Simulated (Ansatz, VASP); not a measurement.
# ZnS: VASP beside Ansatz

```
Zn S
1.0
     0.00000    2.78579    2.74522
     2.78579    0.00000    2.74522
     2.78579    2.78579    0.00000
Zn S
1 1
Direct
  0.00000 0.00000 0.00000
  0.75000 0.75000 0.75000
```

Change from the starting cell: strain +0.030 along x and y, +0.015 along z, atoms carried along.

Alike in both runs: task single point; functional r2SCAN; k mesh 8 × 8 × 8; occupations gaussian, width 0.05 eV; no spin polarisation.

```csv
,VASP,Ansatz
version,VASP 6.6.1,Ansatz 0.2.0
potentials or method,"VASP PAW PBE potentials, release 64 (Zn, S), cutoff 520 eV","scalar-relativistic, plane waves, PAW"
valence electrons in the cell,18,18
```

```csv
,VASP,Ansatz,Ansatz less VASP
gap on the k mesh at the Fermi level (eV),2.29,2.28,-0.005
least direct gap on the mesh (eV),2.29,2.28,-0.005
pressure (GPa),-5.5,-5.6,-0.04
"traceless stress, the component that is largest in VASP (GPa)",0.41,0.43,+0.016
```

VASP's potentials were made for PBE, not for r2SCAN. With one functional, cell and mesh, what is left measures potentials, basis and numerics.
